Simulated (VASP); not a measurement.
# Ta5Ru (P4/mmm) in VASP: a series of runs

Runs on Ta5Ru. Level: PBE. Tasks: single point.

Everything below comes from runs of VASP 6.6.1. Logs are shortened: lines on timing, memory, paths and dates and some standing lists are left out, and cuts for length are marked.

## Step 1: The cell of the first run

It takes space group P4/mmm (No. 123, tetragonal). The conventional cell has a = 3.188 Å, b = 3.188 Å, c = 9.563 Å, α = 90.00°, β = 90.00°, γ = 90.00°. Ta (site symmetry 4mm) has 13 Ta at 2.76 to 3.19 Å and 1 Ru at 3.19 Å within 3.6 Å. Ta (site symmetry 4mm) has 10 Ta at 2.76 to 3.19 Å and 4 Ru at 2.76 Å within 3.6 Å. Ta (site symmetry 4/mmm) has 14 Ta at 2.76 to 3.19 Å within 3.6 Å. Within 3.6 Å of Ru (site symmetry 4/mmm) lie 10 Ta at 2.76 to 3.19 Å and 4 Ru at 3.19 Å.

## Step 2: Single point, PBE

File INCAR:

```
PREC     = Accurate       # precision mode
ENCUT    = 520            # plane-wave cutoff, eV
EDIFF    = 1E-6           # SCF threshold, eV
ISMEAR   = 0              # smearing method
SIGMA    = 0.1            # smearing width, eV
LREAL    = False          # projectors in reciprocal space
LASPH    = True           # aspherical terms in the spheres
NELM     = 60             # most SCF steps
ALGO     = Normal         # electronic algorithm
ISIF     = 2              # what is computed and relaxed
LWAVE    = False          # write WAVECAR
LCHARG   = False          # write CHGCAR
GGA      = PE             # functional
NBANDS   = 44             # bands
```

File KPOINTS:

```
Automatic mesh
0
Gamma
  6 6 2
```

File POSCAR:

```
Ta5Ru
1.0
    3.1875843200      0.0000000000      0.0000000000
    0.0000000000      3.1875843200      0.0000000000
    0.0000000000      0.0000000000      9.5627529700
Ta Ru
5 1
Direct
    0.0000000000      0.0000000000      0.1666666700
    0.5000000000      0.5000000000      0.3333333300
    0.5000000000      0.5000000000      0.6666666700
    0.0000000000      0.0000000000      0.8333333300
    0.5000000000      0.5000000000      0.0000000000
    0.0000000000      0.0000000000      0.5000000000
```

Potentials or basis: VASP PAW PBE potentials, release 64 (Ta_pv, Ru_pv).

Launch:

```sh
$ cat potpaw_PBE.64/Ta_pv/POTCAR potpaw_PBE.64/Ru_pv/POTCAR > POTCAR
$ mpirun -np 1 vasp_std > vasp.out
```

OUTCAR:

```text
PREC = Accurate
   ENCUT = 520
   EDIFF = 1E-6
   ISMEAR = 0
   LREAL = False
   LASPH = True
   NELM = 60
   ISIF = 2
   GGA = PE

 ion  position               nearest neighbor table
   1  0.000  0.000  0.167-   2 2.76   2 2.76   2 2.76   2 2.76   5 2.76   5 2.76   5 2.76   5 2.76
                             6 3.19   4 3.19
   2  0.500  0.500  0.333-   1 2.76   1 2.76   1 2.76   1 2.76   6 2.76   6 2.76   6 2.76   6 2.76
                             5 3.19   3 3.19
   3  0.500  0.500  0.667-   4 2.76   4 2.76   4 2.76   4 2.76   6 2.76   6 2.76   6 2.76   6 2.76
                             5 3.19   2 3.19
   4  0.000  0.000  0.833-   3 2.76   3 2.76   3 2.76   3 2.76   5 2.76   5 2.76   5 2.76   5 2.76
                             6 3.19   1 3.19
   5  0.500  0.500  0.000-   1 2.76   4 2.76   1 2.76   4 2.76   1 2.76   4 2.76   1 2.76   4 2.76
                             3 3.19   2 3.19
   6  0.000  0.000  0.500-   2 2.76   3 2.76   2 2.76   3 2.76   2 2.76   3 2.76   2 2.76   3 2.76
                             1 3.19   4 3.19

  LATTYP: Found a simple tetragonal cell.
 ALAT       =     3.1875843200
 C/A-ratio  =     3.0000000031

  Lattice vectors:

 A1 = (   3.1875843200,   0.0000000000,   0.0000000000)
 A2 = (   0.0000000000,   3.1875843200,   0.0000000000)
 A3 = (   0.0000000000,   0.0000000000,   9.5627529700)

Analysis of symmetry for initial positions (statically):
=====================================================================
 Subroutine PRICEL returns:
 Original cell was already a primitive cell.

 Routine SETGRP: Setting up the symmetry group for a
 simple tetragonal supercell.

 Subroutine GETGRP returns: Found 16 space group operations
 (whereof 16 operations were pure point group operations)
 out of a pool of 16 trial point group operations.

The static configuration has the point symmetry D_4h.

Analysis of symmetry for dynamics (positions and initial velocities):
=====================================================================
 Subroutine PRICEL returns:
 Original cell was already a primitive cell.

 Routine SETGRP: Setting up the symmetry group for a
 simple tetragonal supercell.

 Subroutine GETGRP returns: Found 16 space group operations
 (whereof 16 operations were pure point group operations)
 out of a pool of 16 trial point group operations.

The dynamic configuration has the point symmetry D_4h.

 Subroutine INISYM returns: Found 16 space group operations
 (whereof 16 operations are pure point group operations),
 and found     1 'primitive' translations

----------------------------------------------------------------------------------------

                                     Primitive cell

  volume of cell :      97.1642

  direct lattice vectors                    reciprocal lattice vectors
     3.187584320  0.000000000  0.000000000     0.313717191  0.000000000  0.000000000
     0.000000000  3.187584320  0.000000000     0.000000000  0.313717191  0.000000000
     0.000000000  0.000000000  9.562752970     0.000000000  0.000000000  0.104572397

  length of vectors
     3.187584320  3.187584320  9.562752970     0.313717191  0.313717191  0.104572397

  position of ions in fractional coordinates (direct lattice)
     0.000000000  0.000000000  0.166666670
     0.500000000  0.500000000  0.333333330
     0.500000000  0.500000000  0.666666670
     0.000000000  0.000000000  0.833333330
     0.500000000  0.500000000  0.000000000
     0.000000000  0.000000000  0.500000000

  ion indices of the primitive-cell ions
   primitive index   ion index
                 1           1
                 2           2
                 3           3
                 4           4
                 5           5
                 6           6

----------------------------------------------------------------------------------------

 KPOINTS: Automatic mesh

Automatic generation of k-mesh.
 Grid dimensions read from file:
 generate k-points for:    6    6    2

 Generating k-lattice:

  Cartesian coordinates                     Fractional coordinates (reciprocal lattice)
     0.052286199  0.000000000  0.000000000     0.166666667  0.000000000  0.000000000
     0.000000000  0.052286199  0.000000000     0.000000000  0.166666667  0.000000000
     0.000000000  0.000000000  0.052286199     0.000000000  0.000000000  0.500000000

  Length of vectors
     0.052286199  0.052286199  0.052286199

  Shift w.r.t. Gamma in fractional coordinates (k-lattice)
     0.000000000  0.000000000  0.000000000

 Subroutine IBZKPT returns following result:
 ===========================================

 Found     20 irreducible k-points:

 Following reciprocal coordinates:
            Coordinates               Weight
  0.000000  0.000000  0.000000      1.000000
  0.166667  0.000000  0.000000      4.000000
  0.333333  0.000000  0.000000      4.000000
  0.500000  0.000000  0.000000      2.000000
  0.166667  0.166667  0.000000      4.000000
  0.333333  0.166667  0.000000      8.000000
[... 12 lines left out ...]
  0.500000  0.333333  0.500000      4.000000
  0.500000  0.500000  0.500000      1.000000
   k-points           NKPTS =     20   k-points in BZ     NKDIM =     20   number of bands    NBANDS=     44
   number of dos      NEDOS =    301   number of ions     NIONS =      6
   total plane-waves  NPLWV =  41472
   dimension x,y,z NGX =    24 NGY =   24 NGZ =   72
   dimension x,y,z NGXF=    48 NGYF=   48 NGZF=  144
   ions per type =               5   1
   NGX,Y,Z   is equivalent  to a cutoff of  12.52, 12.52, 12.52 a.u.
   NGXF,Y,Z  is equivalent  to a cutoff of  25.03, 25.03, 25.03 a.u.
 SYSTEM =  unknown system
   PREC   = accura    normal or accurate (medium, high low for compatibility)
   ISTART =      0    job   : 0-new  1-cont  2-samecut
   ICHARG =      2    charge: 1-file 2-atom 10-const
   ISPIN  =      1    spin polarized calculation?
   LNONCOLLINEAR =      F non collinear calculations
   LSORBIT =      F    spin-orbit coupling
   LASPH  =      T    aspherical Exc in radial PAW
   ENCUT  =  520.0 eV  38.22 Ry    6.18 a.u.   5.93  5.93 17.78*2*pi/ulx,y,z
   NELM   =     60;   NELMIN=  2; NELMDL= -5     # of ELM steps
   EDIFF  = 0.1E-05   stopping-criterion for ELM
   LREAL  =      F    real-space projection
   EDIFFG = 0.1E-04   stopping-criterion for IOM
   NSW    =      0    number of steps for IOM
   IBRION =     -1    ionic relax: 0-MD 1-quasi-New 2-CG
   NFREE  =      0    steps in history (QN), initial steepest desc. (CG)
   ISIF   =      2    stress and relaxation
   ISYM   =      2    0-nonsym 1-usesym 2-fastsym
   POTIM  = 0.5000    time-step for ionic-motion
   TEBEG  =    0.0;   TEEND  =   0.0 temperature during run
   PSTRESS=    0.0 pullay stress
   NELECT =      69.0000    total number of electrons
   NUPDOWN=      -1.0000    fix difference up-down
   EMIN   =  10.00;   EMAX   =-10.00  energy-range for DOS
   EFERMI =   0.00;   METHOD = LEGACY
   ISMEAR =     0;   SIGMA  =   0.10  broadening in eV -4-tet -1-fermi 0-gaus
   EFERMI_NEDOS =   21; number of points for ismear=-14 and -15
   IALGO  =     38    algorithm
   IMIX   =      4    mixing-type and parameters
     AMIX     =   0.40;   BMIX     =  1.00
     AMIX_MAG =   1.60;   BMIX_MAG =  1.00
  volume/ion in A,a.u.               =      16.19       109.28
  Fermi-wavevector in a.u.,A,eV,Ry     =   1.460570  2.760077 29.024836  2.133265
  Thomas-Fermi vector in A             =   2.577004
   LORBIT       =      0    0 simple, 1 ext, 2 COOP (PROOUT), +10 PAW based schemes
   GGA     = PE    functional components
   LHFCALC =     F    Hartree Fock is set to
   AEXX    =    0.0000 exact exchange contribution
   IVDW    =     0    specifies the selected vdW correction
   LEPSILON=     F    determine dielectric tensor
   LRPA    =     F    only Hartree local field effects (RPA)
 non-spin polarized calculation
 Gauss-broadening in eV      SIGMA  =   0.10
  energy-cutoff  :      520.00
  volume of cell :       97.16
 maximum number of plane-waves:      2640
 NGX is ok and might be reduce to    24
   NGX = 11   NGY = 11   NGZ = 35

 number of electron      68.9999979 magnetization

 Free energy of the ion-electron system (eV)
  ---------------------------------------------------
  ext. energy  EPLUGINS =         0.00000000
  ---------------------------------------------------
  free energy    TOTEN  =       -68.88240493 eV

  energy without entropy =      -68.86179735  energy(sigma->0) =      -68.87210114

 E-fermi :   7.2581     XC(G=0): -13.1603

 val. band max:        7.2546863549   @ k =   0.1667   0.0000   0.5000
 cond. band min:       7.2710539280   @ k =   0.3333   0.0000   0.0000
 fundamental gap:      0.0163675731
 Fermi energy:         7.2581042949

 k-point     1 :       0.0000    0.0000    0.0000
  band No.  band energies     occupation
      1     -35.6008      2.00000
      2     -35.5663      2.00000
      3     -35.5663      2.00000
      4     -27.0960      2.00000
      5     -26.9374      2.00000
      6     -26.8765      2.00000
[... 36 lines left out ...]
     43       9.7855      0.00000
     44      10.8410      0.00000

 k-point     2 :       0.1667    0.0000    0.0000
  band No.  band energies     occupation
      1     -35.5999      2.00000
      2     -35.5923      2.00000
      3     -35.5630      2.00000
      4     -27.1173      2.00000
      5     -26.9835      2.00000
      6     -26.9716      2.00000
[... 36 lines left out ...]
     43      10.0981      0.00000
     44      10.8226      0.00000

 k-point     3 :       0.3333    0.0000    0.0000
  band No.  band energies     occupation
      1     -35.6440      2.00000
      2     -35.5982      2.00000
      3     -35.5564      2.00000
      4     -27.1881      2.00000
      5     -27.1529      2.00000
      6     -27.1383      2.00000
[... 36 lines left out ...]
     43      10.6436      0.00000
     44      10.8859      0.00000

 k-point     4 :       0.5000    0.0000    0.0000
  band No.  band energies     occupation
      1     -35.6697      2.00000
      2     -35.5974      2.00000
      3     -35.5531      2.00000
      4     -27.2866      2.00000
      5     -27.1868      2.00000
      6     -27.1840      2.00000
[... 694 lines left out ...]
     43      11.9990      0.00000
     44      12.0222      0.00000

 k-point    19 :       0.5000    0.3333    0.5000
  band No.  band energies     occupation
      1     -35.6632      2.00000
      2     -35.6343      2.00000
      3     -35.5838      2.00000
      4     -27.2165      2.00000
      5     -27.1967      2.00000
      6     -27.1823      2.00000
[... 36 lines left out ...]
     43      12.0471      0.00000
     44      12.2815      0.00000

 k-point    20 :       0.5000    0.5000    0.5000
  band No.  band energies     occupation
      1     -35.6611      2.00000
      2     -35.6611      2.00000
      3     -35.5792      2.00000
      4     -27.2680      2.00000
      5     -27.2680      2.00000
      6     -27.1993      2.00000
[... 36 lines left out ...]
     43      12.2721      0.00000
     44      12.4531      0.00000

------------------------ aborting loop because EDIFF is reached ----------------------------------------

  FORCE on cell =-STRESS in cart. coord.  units (eV):
  Direction    XX          YY          ZZ          XY          YZ          ZX
  --------------------------------------------------------------------------------------
  -------------------------------------------------------------------------------------
  Total       11.6631945     11.6631945     11.4999287      0.0000000     -0.0000000     -0.0000000
  in kB      192.3188257    192.3188257    189.6266747      0.0000000     -0.0000000     -0.0000000
  external PRESSURE =     191.4214420 kB  Pullay stress =       0.0000000 kB

 VOLUME and BASIS-vectors are now :
 -----------------------------------------------------------------------------
  energy-cutoff  :      520.00
  volume of cell :       97.16
      direct lattice vectors                 reciprocal lattice vectors
     3.187584320  0.000000000  0.000000000     0.313717191  0.000000000  0.000000000
     0.000000000  3.187584320  0.000000000     0.000000000  0.313717191  0.000000000
     0.000000000  0.000000000  9.562752970     0.000000000  0.000000000  0.104572397

 POSITION                                       TOTAL-FORCE (eV/Angst)
 -----------------------------------------------------------------------------------
      0.00000      0.00000      1.59379        -0.000000     -0.000000     -0.077103
      1.59379      1.59379      3.18758        -0.000000      0.000000      1.462046
      1.59379      1.59379      6.37517         0.000000     -0.000000     -1.462046
      0.00000      0.00000      7.96896        -0.000000      0.000000      0.077103
      1.59379      1.59379      0.00000        -0.000000     -0.000000      0.000000
      0.00000      0.00000      4.78138        -0.000000     -0.000000      0.000000
 -----------------------------------------------------------------------------------
    total drift:                                0.000000     -0.000000      0.000000

  FREE ENERGIE OF THE ION-ELECTRON SYSTEM (eV)
  ---------------------------------------------------
  free  energy   TOTEN  =       -68.8824049288 eV

  energy  without entropy=      -68.8617973518  energy(sigma->0) =      -68.87210114
```

Run time: 36 s. Hardware: 1 thread of Intel Xeon 6975P-C (Granite Rapids), shared host; peak memory 0.22 GiB.

Results:

```
Free energy   : -68.8824 eV
Pressure      : 19.1 GPa
Largest force : 1.462 eV/Å
```

Forces on the atoms (eV/Å):
```
Ta   0.000  0.000 -0.077
Ta   0.000  0.000  1.462
Ta   0.000  0.000 -1.462
Ta   0.000  0.000  0.077
Ta   0.000  0.000  0.000
Ru   0.000  0.000  0.000
```

Caveat: spin-orbit coupling is left out, which moves the levels of the heavy elements; forces of over 1 eV/Å act on the atoms, so gaps and moduli don't describe the material at rest.

## Step 3: Single point, PBE

This run uses another cell than the first one, of 17.47 Å³/atom, 1.079 times its volume.

File INCAR:

```
PREC = Accurate
ENCUT = 520
EDIFF = 1E-7
ISMEAR = 0
SIGMA = 0.1
LREAL = F
LASPH = T
NELM = 60
ALGO = Normal
ISIF = 2
LWAVE = F
LCHARG = T
GGA = PE
LELF = T
LVHAR = T
NBANDS = 44
```

KPOINTS is that of step 2.

File POSCAR:

```
Ta5Ru
1.0
    3.2481489155      0.0000000000      0.0000000000
    0.0000000000      3.2481489155      0.0000000000
    0.0000000000      0.0000000000      9.9325226899
Ta Ru
5 1
Direct
    0.0000000000      0.0000000000      0.1692648102
    0.5000000000      0.5000000000      0.3409614391
    0.5000000000      0.5000000000      0.6590385609
    0.0000000000      0.0000000000      0.8307351898
    0.5000000000      0.5000000000      0.0000000000
    0.0000000000      0.0000000000      0.5000000000
```

Potentials or basis: VASP PAW PBE potentials, release 64 (Ta_pv, Ru_pv).

Launch:

```sh
$ cat potpaw_PBE.64/Ta_pv/POTCAR potpaw_PBE.64/Ru_pv/POTCAR > POTCAR
$ mpirun -np 1 vasp_std > vasp.out
```

Wall time 43 s (1 thread of Intel Xeon 6975P-C (Granite Rapids), shared host); peak memory 0.23 GiB.

The run converged. Its results:

| Quantity | Value |
| --- | --- |
| Free energy | -69.4113 eV |
| Pressure | 0.2 GPa |
| Largest force | 0.038 eV/Å |

Forces in eV/Å, atoms in the order of the input:
```
Ta   0.000  0.000  0.024
Ta   0.000  0.000  0.038
Ta   0.000  0.000 -0.038
Ta   0.000  0.000 -0.024
Ta   0.000  0.000  0.000
Ru   0.000  0.000  0.000
```

Stress tensor (GPa, compression positive):
```
0.30 0.00 0.00
0.00 0.30 0.00
0.00 0.00 0.05
```

Levels at points of the mesh, in eV from the Fermi level:
```csv
k point,band 31,band 32,band 33,band 34,band 35,band 36,band 37,band 38
"(0.00, 0.00, 0.00)",-0.13,0.28,0.28,0.54,0.54,0.56,1.37,1.60
"(0.50, 0.00, 0.00)",-0.64,-0.43,-0.11,-0.08,0.28,0.43,0.61,0.75
"(0.50, 0.50, 0.00)",-0.72,-0.72,-0.69,-0.69,-0.14,0.30,1.44,1.44
"(0.00, 0.00, 0.50)",-1.35,0.29,0.29,0.83,0.83,1.04,1.04,1.19
"(0.50, 0.00, 0.50)",-0.83,-0.60,-0.29,-0.02,0.23,0.37,1.17,1.24
"(0.50, 0.50, 0.50)",-1.60,-1.60,-0.14,0.24,0.47,0.47,0.78,0.78
```

Caveat: spin-orbit coupling is left out, which moves the levels of the heavy elements.
